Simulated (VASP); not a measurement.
Write the native input for VASP 6.6.1 that does the following.

```
Task                   : single point
Functional             : PBEsol
Potentials or basis    : VASP PAW PBE potentials, release 64 (Cd, Se)
Cutoff                 : 520 eV
k mesh                 : 7 × 7 × 4
Occupations            : fermi-dirac, width 0.05 eV
Spin                   : no spin polarisation
Dipole correction      : no
Further INCAR settings : ALGO = Normal; EDIFF = 1e-06; NBANDS = 26
```

The structure of CdSe (Cadmoselite) lies in POSCAR:

```
CdSe
1.0
    4.2122202675      0.0000000000      0.0000000000
   -2.1061101337      3.6478897580      0.0000000000
    0.0000000000      0.0000000000      6.8766944832
Cd Se
2 2
Direct
    0.6666666667      0.3333333333      0.5000000000
    0.3333333333      0.6666666667      0.0000000000
    0.6666666667      0.3333333333      0.8850000000
    0.3333333333      0.6666666667      0.3850000000
```

This cell differs from its parent crystal: volume scaled by 0.94.

The input as run:

INCAR

```
PREC = Accurate
ENCUT = 520
EDIFF = 1E-6
ISMEAR = -1
SIGMA = 0.05
LREAL = False
LASPH = True
NELM = 80
ALGO = Normal
ISIF = 2
LWAVE = False
LCHARG = False
GGA = PS
NBANDS = 26
```

KPOINTS

```
Automatic mesh
0
Gamma
  7 7 4
```

Potentials or basis: VASP PAW PBE potentials, release 64 (Cd, Se).

Launch:

```console
$ cat potpaw_PBE.64/Cd/POTCAR potpaw_PBE.64/Se/POTCAR > POTCAR
$ mpirun -np 1 vasp_std > vasp.out
```

Results of the run:

```json
{"Pressure": "4.4 GPa", "Largest force": "0.344 eV/Å", "Band gap on the k mesh": "0.71 eV, direct"}
```

Caveat: the PAW data sets were made with another functional, which shifts forces and pressure a little.

Wall time 44 s on 1 thread of Intel(R) Xeon(R) Platinum 8259CL CPU @ 2.50GHz (Skylake/Cascade Lake) (shared host), peak memory 0.25 GiB.
